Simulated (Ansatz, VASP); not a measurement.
One calculation of P, two programs

```
CELL_PARAMETERS angstrom
2.45627 0.00000 0.00000
0.00000 2.45627 0.00000
0.00000 0.00000 2.45627
ATOMIC_POSITIONS crystal
P 0.00000 0.00000 0.00000
```

Alike in both runs: functional RPBE; k mesh 12 × 12 × 12; occupations fermi-dirac, width 0.1 eV; no spin polarisation.

Ansatz relaxed the structure, and its values are those at the end. VASP's run is a single point on that final structure, the one shown.

|  | VASP | Ansatz |
| --- | --- | --- |
| version | VASP 6.6.1 | Ansatz 0.2.0 |
| potentials or method | VASP PAW PBE potentials, release 64 (P), cutoff 500 eV | plane waves (420 eV) with PAW, scalar-relativistic |
| valence electrons in the cell | 5 | 5 |

```tsv
	VASP	Ansatz	Ansatz less VASP
pressure (GPa)	-0.7	0.0	+0.65
```

VASP's potentials were made for PBE, not for RPBE. The functional is the same, so the differences come from potentials, cutoffs and numerics.
